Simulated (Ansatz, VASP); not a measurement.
BaS in VASP and in Ansatz

File INCAR:

```
  ALGO = Normal
  EDIFF = 1E-8
  ENCUT = 520
  GGA = PE
  ISIF = 2
  ISMEAR = -1
  LASPH = True
  LCHARG = False
  LEFG = True
  LREAL = False
  LWAVE = False
  NBANDS = 15
  NELM = 60
  PREC = Accurate
  SIGMA = 0.02
```

The input KPOINTS:

```
k-points
0
Gamma
  8 8 8
```

File POSCAR:

```
BaS
1.0
    0.0000000000      3.2149012787      3.2149012787
    3.2149012787      0.0000000000      3.2149012787
    3.2149012787      3.2149012787      0.0000000000
Ba S
1 1
Direct
    0.0000000000      0.0000000000      0.0000000000
    0.5000000000      0.5000000000      0.5000000000
```

Input for Ansatz:

```yaml
crystal:
  lattice:
    - [0.0, 3.2149012787, 3.2149012787]
    - [3.2149012787, 0.0, 3.2149012787]
    - [3.2149012787, 3.2149012787, 0.0]
  atoms:
    - { symbol: Ba, position: [0.0, 0.0, 0.0] }
    - { symbol: S, position: [0.5, 0.5, 0.5] }
kpoints:
  mp_grid: { grid: [8, 8, 8] }
scf:
  occupations: { method: fermi_dirac, width: 0.02 }
hamiltonian:
  xc: pbe
  pseudopotentials: { kind: all_electron, datasets: crystal }
output:
  forces: true
  stress: true
  eigenvalues: true
  efg: { contact_densities: true }
```

Change from the starting cell: volume scaled by 1.02, crystal datasets.

Alike in both runs: task electric field gradients; functional PBE; k mesh 8 × 8 × 8; occupations fermi-dirac, width 0.02 eV; no spin polarisation.

|  | VASP | Ansatz |
| --- | --- | --- |
| version | VASP 6.6.1 | Ansatz 0.2.0 |
| potentials or method | VASP PAW PBE potentials, release 64 (Ba_sv, S), cutoff 520 eV | all-electron PAW with datasets made for the crystal, scalar-relativistic |

Ansatz gave:

* gap on the k mesh at the Fermi level (eV): 2.23
* pressure (GPa): 0.0

**Question.** Estimate VASP's values.

**Answer.** gap on the k mesh at the Fermi level (eV): 2.14; pressure (GPa): 0.5.

Ansatz ran all-electron here, and VASP with PAW potentials.

Neither program's run includes spin-orbit coupling.
